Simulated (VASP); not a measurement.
# Lu (P6_3/mmc) in VASP: a series of runs

The runs below take Lu through single point, with r2SCAN.

All numbers are computed with VASP 6.6.1; they aren't measurements. Logs are shortened: lines on timing, memory, paths and dates and some standing lists are left out, and cuts for length are marked.

### Step 1. The cell of the first run

Symmetry: P6_3/mmc, No. 194, hexagonal system. The conventional cell has a = 3.505 Å, b = 3.505 Å, c = 5.470 Å, α = 90.00°, β = 90.00°, γ = 120.00°. Lu (site symmetry -6m2) has 12 Lu at 3.40 to 3.50 Å within 4.5 Å.

### Step 2. Single point, r2SCAN

File POSCAR:

```
Lu
1.0
    3.5048186286      0.0000000000      0.0000000000
   -1.7524093143      3.0352619680      0.0000000000
    0.0000000000      0.0000000000      5.4696750779
Lu
2
Direct
    0.3333333333      0.6666666667      0.2500000000
    0.6666666667      0.3333333333      0.7500000000
```

File INCAR.step1:

```
  ALGO = Normal
  EDIFF = 1E-4
  ENCUT = 520
  GGA = PE
  ISMEAR = -1
  LASPH = True
  LCHARG = False
  LREAL = False
  LWAVE = True
  NBANDS = 32
  NELM = 80
  PREC = Accurate
  SIGMA = 0.6
```

File INCAR.step2:

```
  ALGO = Normal
  EDIFF = 1E-7
  ENCUT = 520
  ISIF = 2
  ISMEAR = -1
  ISTART = 1
  LASPH = True
  LCHARG = False
  LMIXTAU = True
  LREAL = False
  LWAVE = False
  METAGGA = R2SCAN
  NBANDS = 32
  NELM = 80
  PREC = Accurate
  SIGMA = 0.6
```

File KPOINTS:

```
k-points
0
Gamma
  10 10 6
```

Potentials or basis: VASP PAW PBE potentials, release 64 (Lu).

Started as:

```
$ cat potpaw_PBE.64/Lu/POTCAR > POTCAR
$ cp INCAR.step1 INCAR
$ mpirun -np 1 vasp_std > vasp.out
$ cp INCAR.step2 INCAR
$ mpirun -np 1 vasp_std > vasp.out
```

OUTCAR:

```text
EDIFF = 1E-7
   ENCUT = 520
   ISIF = 2
   ISMEAR = -1
   ISTART = 1
   LASPH = True
   LREAL = False
   METAGGA = R2SCAN
   NELM = 80
   PREC = Accurate

 ion  position               nearest neighbor table
   1  0.333  0.667  0.250-   2 3.40   2 3.40   2 3.40   2 3.40   2 3.40   2 3.40
   2  0.667  0.333  0.750-   1 3.40   1 3.40   1 3.40   1 3.40   1 3.40   1 3.40

  LATTYP: Found a hexagonal cell.
 ALAT       =     3.5048186286
 C/A-ratio  =     1.5606157287

  Lattice vectors:

 A1 = (   3.5048186286,   0.0000000000,   0.0000000000)
 A2 = (  -1.7524093143,   3.0352619680,   0.0000000000)
 A3 = (   0.0000000000,   0.0000000000,   5.4696750779)

Analysis of symmetry for initial positions (statically):
=====================================================================
 Subroutine PRICEL returns:
 Original cell was already a primitive cell.

 Routine SETGRP: Setting up the symmetry group for a
 hexagonal supercell.

 Subroutine GETGRP returns: Found 24 space group operations
 (whereof 12 operations were pure point group operations)
 out of a pool of 24 trial point group operations.

The static configuration has the point symmetry D_3d.
 The point group associated with its full space group is D_6h.

Analysis of symmetry for dynamics (positions and initial velocities):
=====================================================================
 Subroutine PRICEL returns:
 Original cell was already a primitive cell.

 Routine SETGRP: Setting up the symmetry group for a
 hexagonal supercell.

 Subroutine GETGRP returns: Found 24 space group operations
 (whereof 12 operations were pure point group operations)
 out of a pool of 24 trial point group operations.

The dynamic configuration has the point symmetry D_3d.
 The point group associated with its full space group is D_6h.

 Subroutine INISYM returns: Found 24 space group operations
 (whereof 12 operations are pure point group operations),
 and found     1 'primitive' translations

----------------------------------------------------------------------------------------

                                     Primitive cell

  volume of cell :      58.1866

  direct lattice vectors                    reciprocal lattice vectors
     3.504818629  0.000000000  0.000000000     0.285321469  0.164730427  0.000000000
    -1.752409314  3.035261968  0.000000000     0.000000000  0.329460854  0.000000000
     0.000000000  0.000000000  5.469675078     0.000000000  0.000000000  0.182826217

  length of vectors
     3.504818629  3.504818629  5.469675078     0.329460854  0.329460854  0.182826217

  position of ions in fractional coordinates (direct lattice)
     0.333333333  0.666666667  0.250000000
     0.666666667  0.333333333  0.750000000

  ion indices of the primitive-cell ions
   primitive index   ion index
                 1           1
                 2           2

----------------------------------------------------------------------------------------

 KPOINTS: k-points

Automatic generation of k-mesh.
 Grid dimensions read from file:
 generate k-points for:   10   10    6

 Generating k-lattice:

  Cartesian coordinates                     Fractional coordinates (reciprocal lattice)
     0.028532147  0.016473043  0.000000000     0.100000000 -0.000000000  0.000000000
     0.000000000  0.032946085  0.000000000     0.000000000  0.100000000  0.000000000
     0.000000000  0.000000000  0.030471036     0.000000000  0.000000000  0.166666667

  Length of vectors
     0.032946085  0.032946085  0.030471036

  Shift w.r.t. Gamma in fractional coordinates (k-lattice)
     0.000000000  0.000000000  0.000000000

 Subroutine IBZKPT returns following result:
 ===========================================

 Found     56 irreducible k-points:

 Following reciprocal coordinates:
            Coordinates               Weight
  0.000000  0.000000  0.000000      1.000000
  0.100000 -0.000000  0.000000      6.000000
  0.200000 -0.000000  0.000000      6.000000
  0.300000 -0.000000  0.000000      6.000000
  0.400000 -0.000000  0.000000      6.000000
  0.500000 -0.000000  0.000000      3.000000
[... 16 lines left out ...]
  0.300000  0.100000  0.166667     24.000000
  0.400000  0.100000  0.166667     24.000000
 [... further k-points ...]
   k-points           NKPTS =     56   k-points in BZ     NKDIM =     56   number of bands    NBANDS=     32
   number of dos      NEDOS =    301   number of ions     NIONS =      2
   total plane-waves  NPLWV =  32928
   dimension x,y,z NGX =    28 NGY =   28 NGZ =   42
   dimension x,y,z NGXF=    56 NGYF=   56 NGZF=   84
   ions per type =               2
   NGX,Y,Z   is equivalent  to a cutoff of  13.28, 13.28, 12.77 a.u.
   NGXF,Y,Z  is equivalent  to a cutoff of  26.56, 26.56, 25.53 a.u.
 SYSTEM =  unknown system
   PREC   = accura    normal or accurate (medium, high low for compatibility)
   ISTART =      1    job   : 0-new  1-cont  2-samecut
   ICHARG =      0    charge: 1-file 2-atom 10-const
   ISPIN  =      1    spin polarized calculation?
   LNONCOLLINEAR =      F non collinear calculations
   LSORBIT =      F    spin-orbit coupling
   LASPH  =      T    aspherical Exc in radial PAW
   ENCUT  =  520.0 eV  38.22 Ry    6.18 a.u.   6.52  6.52 10.17*2*pi/ulx,y,z
   NELM   =     80;   NELMIN=  2; NELMDL=  0     # of ELM steps
   EDIFF  = 0.1E-06   stopping-criterion for ELM
   LREAL  =      F    real-space projection
   EDIFFG = 0.1E-05   stopping-criterion for IOM
   NSW    =      0    number of steps for IOM
   IBRION =     -1    ionic relax: 0-MD 1-quasi-New 2-CG
   NFREE  =      0    steps in history (QN), initial steepest desc. (CG)
   ISIF   =      2    stress and relaxation
   ISYM   =      2    0-nonsym 1-usesym 2-fastsym
   POTIM  = 0.5000    time-step for ionic-motion
   TEBEG  =    0.0;   TEEND  =   0.0 temperature during run
   PSTRESS=    0.0 pullay stress
   NELECT =      50.0000    total number of electrons
   NUPDOWN=      -1.0000    fix difference up-down
   EMIN   =  10.00;   EMAX   =-10.00  energy-range for DOS
   EFERMI =   0.00;   METHOD = LEGACY
   ISMEAR =    -1;   SIGMA  =   0.60  broadening in eV -4-tet -1-fermi 0-gaus
   EFERMI_NEDOS =   21; number of points for ismear=-14 and -15
   IALGO  =     38    algorithm
   IMIX   =      4    mixing-type and parameters
     AMIX     =   0.40;   BMIX     =  1.00
     AMIX_MAG =   1.60;   BMIX_MAG =  1.00
  volume/ion in A,a.u.               =      29.09       196.33
  Fermi-wavevector in a.u.,A,eV,Ry     =   1.556409  2.941187 32.958877  2.422409
  Thomas-Fermi vector in A             =   2.660209
   LORBIT       =      0    0 simple, 1 ext, 2 COOP (PROOUT), +10 PAW based schemes
   METAGGA = R2SCAN    functional components
   LHFCALC =     F    Hartree Fock is set to
   AEXX    =    0.0000 exact exchange contribution
   IVDW    =     0    specifies the selected vdW correction
   LEPSILON=     F    determine dielectric tensor
   LRPA    =     F    only Hartree local field effects (RPA)
 non-spin polarized calculation
  energy-cutoff  :      520.00
  volume of cell :       58.19
 maximum number of plane-waves:      1616
 NGX is ok and might be reduce to    28
   NGX = 13   NGY = 13   NGZ = 21

 number of electron      49.9999994 magnetization

 Free energy of the ion-electron system (eV)
  ---------------------------------------------------
  ext. energy  EPLUGINS =         0.00000000
  ---------------------------------------------------
  free energy    TOTEN  =       -77.51472375 eV

  energy without entropy =      -74.95386097  energy(sigma->0) =      -76.23429236

 E-fermi :   2.1777     XC(G=0): -11.5982

 val. band max:        2.1740838734   @ k =   0.2000  -0.0000   0.1667
 cond. band min:       2.1923359382   @ k =   0.3000   0.1000   0.1667
 fundamental gap:      0.0182520648
 Fermi energy:         2.1776698021

 k-point     1 :       0.0000    0.0000    0.0000
  band No.  band energies     occupation
      1     -55.6411      2.00000
      2     -55.6021      2.00000
      3     -25.9556      2.00000
      4     -25.4984      2.00000
      5     -25.4984      2.00000
      6     -25.4122      2.00000
[... 24 lines left out ...]
     31       5.9902      0.00347
     32       5.9902      0.00347

 k-point     2 :       0.1000   -0.0000    0.0000
  band No.  band energies     occupation
      1     -55.6386      2.00000
      2     -55.6013      2.00000
      3     -25.9389      2.00000
      4     -25.5308      2.00000
      5     -25.5096      2.00000
      6     -25.4465      2.00000
[... 24 lines left out ...]
     31       5.6635      0.00598
     32       5.7362      0.00530

 k-point     3 :       0.2000   -0.0000    0.0000
  band No.  band energies     occupation
      1     -55.6319      2.00000
      2     -55.5994      2.00000
      3     -25.8923      2.00000
      4     -25.6161      2.00000
      5     -25.5378      2.00000
      6     -25.5333      2.00000
[... 24 lines left out ...]
     31       6.1305      0.00275
     32       6.3137      0.00203

 k-point     4 :       0.3000   -0.0000    0.0000
  band No.  band energies     occupation
      1     -55.6229      2.00000
      2     -55.5977      2.00000
      3     -25.8254      2.00000
      4     -25.7224      2.00000
      5     -25.6356      2.00000
      6     -25.5709      2.00000
[... 24 lines left out ...]
     31       6.9356      0.00072
     32       7.2888      0.00040

 k-point     5 :       0.4000   -0.0000    0.0000
  band No.  band energies     occupation
      1     -55.6145      2.00000
      2     -55.5974      2.00000
      3     -25.8088      2.00000
      4     -25.7556      2.00000
      5     -25.7148      2.00000
      6     -25.5968      2.00000
[... 584 lines left out ...]
     31       6.0194      0.00331
     32       6.4716      0.00156

 k-point    22 :       0.2000    0.1000    0.1667
  band No.  band energies     occupation
      1     -55.6242      2.00000
      2     -55.6001      2.00000
      3     -25.8439      2.00000
      4     -25.6552      2.00000
      5     -25.6274      2.00000
      6     -25.5505      2.00000
[... 24 lines left out ...]
     31       6.5526      0.00136
     32       7.1503      0.00050

 k-point    23 :       0.3000    0.1000    0.1667
  band No.  band energies     occupation
      1     -55.6159      2.00000
      2     -55.5986      2.00000
      3     -25.8288      2.00000
      4     -25.7329      2.00000
      5     -25.6748      2.00000
      6     -25.5894      2.00000
[... 24 lines left out ...]
     31       7.6520      0.00022
     32       7.9714      0.00013

 k-point    24 :       0.4000    0.1000    0.1667
  band No.  band energies     occupation
      1     -55.6099      2.00000
      2     -55.5987      2.00000
      3     -25.8563      2.00000
      4     -25.7674      2.00000
      5     -25.6739      2.00000
      6     -25.6046      2.00000
[... 24 lines left out ...]
     31       8.3734      0.00007
     32       8.6622      0.00004

 [... further k-points ...]

------------------------ aborting loop because EDIFF is reached ----------------------------------------

  FORCE on cell =-STRESS in cart. coord.  units (eV):
  Direction    XX          YY          ZZ          XY          YZ          ZX
  --------------------------------------------------------------------------------------
  -------------------------------------------------------------------------------------
  Total        0.6216012      0.6216012      1.4342479      0.0000000      0.0000000      0.0000000
  in kB       17.1158775     17.1158775     39.4922195      0.0000000      0.0000000      0.0000000
  external PRESSURE =      24.5746582 kB  Pullay stress =       0.0000000 kB

 VOLUME and BASIS-vectors are now :
 -----------------------------------------------------------------------------
  energy-cutoff  :      520.00
  volume of cell :       58.19
      direct lattice vectors                 reciprocal lattice vectors
     3.504818629  0.000000000  0.000000000     0.285321469  0.164730427  0.000000000
    -1.752409314  3.035261968  0.000000000     0.000000000  0.329460854  0.000000000
     0.000000000  0.000000000  5.469675078     0.000000000  0.000000000  0.182826217

 POSITION                                       TOTAL-FORCE (eV/Angst)
 -----------------------------------------------------------------------------------
     -0.00000      2.02351      1.36742         0.000000     -0.000000      0.000000
      1.75241      1.01175      4.10226        -0.000000      0.000000      0.000000
 -----------------------------------------------------------------------------------
    total drift:                               -0.000000      0.000000     -0.000000

  FREE ENERGIE OF THE ION-ELECTRON SYSTEM (eV)
  ---------------------------------------------------
  free  energy   TOTEN  =       -77.5147237489 eV

  energy  without entropy=      -74.9538609724  energy(sigma->0) =      -76.23429236
```

It took 5.6 min on 1 thread of Intel Xeon 6975P-C (Granite Rapids), shared host; peak memory 0.23 GiB.

Results:

```
Free energy            : -77.5147 eV
Pressure               : 2.5 GPa
Band gap on the k mesh : zero (bands 25 and 26 overlap by 2.01 eV)
```

Levels at points of the mesh, in eV from the Fermi level:
| k point | band 22 | band 23 | band 24 | band 25 | band 26 | band 27 | band 28 | band 29 |
| --- | --- | --- | --- | --- | --- | --- | --- | --- |
| (0.00, 0.00, 0.00) | -4.99 | -4.99 | -2.40 | 0.53 | 2.46 | 2.46 | 2.94 | 3.26 |
| (0.50, 0.00, 0.00) | -5.00 | -2.38 | -1.44 | -0.85 | -0.43 | 1.74 | 2.12 | 2.63 |
| (0.00, 0.00, 0.50) | -4.99 | -4.55 | -4.55 | 1.36 | 1.36 | 2.37 | 2.37 | 2.37 |
| (0.50, 0.00, 0.50) | -5.02 | -2.12 | -2.12 | 0.09 | 0.09 | 1.45 | 1.45 | 3.67 |

Caveat: so wide a smearing shifts energies and pressures; the PAW data sets were made with another functional, which shifts forces and pressure a little; spin-orbit coupling is left out, which moves the levels of the heavy elements.

### Step 3. Single point, r2SCAN

POSCAR is that of step 2.

File INCAR.step1:

```
  PREC = Accurate
  ENCUT = 520
  ISMEAR = -1
  SIGMA = 1.0
  LREAL = False
  LASPH = True
  NELM = 80
  NBANDS = 32
  GGA = PE
  ALGO = Normal
  EDIFF = 1E-4
  LWAVE = True
  LCHARG = False
```

File INCAR.step2:

```
  PREC = Accurate
  ENCUT = 520
  EDIFF = 1E-6
  ISMEAR = -1
  SIGMA = 1.0
  LREAL = False
  LASPH = True
  NELM = 80
  ALGO = Normal
  ISIF = 2
  LWAVE = False
  LCHARG = False
  METAGGA = R2SCAN
  LMIXTAU = True
  NBANDS = 32
  ISTART = 1
```

File KPOINTS:

```
Automatic mesh
0
Gamma
  10 10 6
```

Potentials or basis: VASP PAW PBE potentials, release 64 (Lu).

Started as:

```
$ cat potpaw_PBE.64/Lu/POTCAR > POTCAR
$ cp INCAR.step1 INCAR
$ mpirun -np 1 vasp_std > vasp.out
$ cp INCAR.step2 INCAR
$ mpirun -np 1 vasp_std > vasp.out
```

It took 4.8 min on 1 thread of Intel Xeon 6975P-C (Granite Rapids), shared host; peak memory 0.24 GiB.

The run converged. Its results:

```yaml
Free_energy: -79.7878 eV
Pressure: 4.3 GPa
Band_gap_on_the_k_mesh: zero (bands 25 and 26 overlap by 2.01 eV)
```

Stress tensor (GPa, compression positive):
```
3.20 0.00 0.00
0.00 3.20 0.00
0.00 0.00 6.45
```

Levels at points of the mesh, in eV from the Fermi level:
```tsv
k point	band 20	band 21	band 22	band 23	band 24	band 25	band 26	band 27	band 28	band 29
(0.00, 0.00, 0.00)	-5.36	-5.36	-5.34	-5.34	-2.33	0.59	2.53	2.53	3.00	3.32
(0.50, 0.00, 0.00)	-5.37	-5.36	-5.34	-2.31	-1.38	-0.78	-0.36	1.80	2.19	2.69
(0.00, 0.00, 0.50)	-5.35	-5.34	-5.34	-4.48	-4.48	1.43	1.43	2.44	2.44	2.44
(0.50, 0.00, 0.50)	-5.36	-5.36	-5.36	-2.05	-2.05	0.16	0.16	1.51	1.51	3.73
```

Caveat: the cell stands under pressure; so wide a smearing shifts energies and pressures; the PAW data sets were made with another functional, which shifts forces and pressure a little; spin-orbit coupling is left out, which moves the levels of the heavy elements.
